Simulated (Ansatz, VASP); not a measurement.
Al: VASP beside Ansatz

```xyz
4
Lattice="2.8516 0.0000 0.0000 -1.4258 2.4695 0.0000 0.0000 0.0000 8.6417" Properties=species:S:1:pos:R:3 pbc="T T T"
Al    0.0000    0.0000    0.0000
Al    0.0000    1.6464    2.1604
Al    0.0000    0.0000    4.3209
Al    1.4258    0.8232    6.4813
```

Alike in both runs: task single point; functional PBE; dispersion D3(BJ); k mesh 18 × 18 × 6; occupations gaussian, width 0.15 eV; no spin polarisation.

|  | VASP | Ansatz |
| --- | --- | --- |
| version | VASP 6.6.1 | Ansatz 0.2.0 |
| potentials or method | VASP PAW PBE potentials, release 64 (Al), cutoff 520 eV | scalar-relativistic, plane waves, PAW |
| valence electrons in the cell | 12 | 12 |

|  | VASP | Ansatz | Ansatz less VASP |
| --- | --- | --- | --- |
| gap on the k mesh at the Fermi level (eV) | none | none | - |
| pressure (GPa) | 4.6 | 4.6 | 0.00 |
| traceless stress, the component that is largest in VASP (GPa) | 5.19 | 5.19 | 0.000 |

A gap of «none» marks a metal or a gap that the smearing closes.
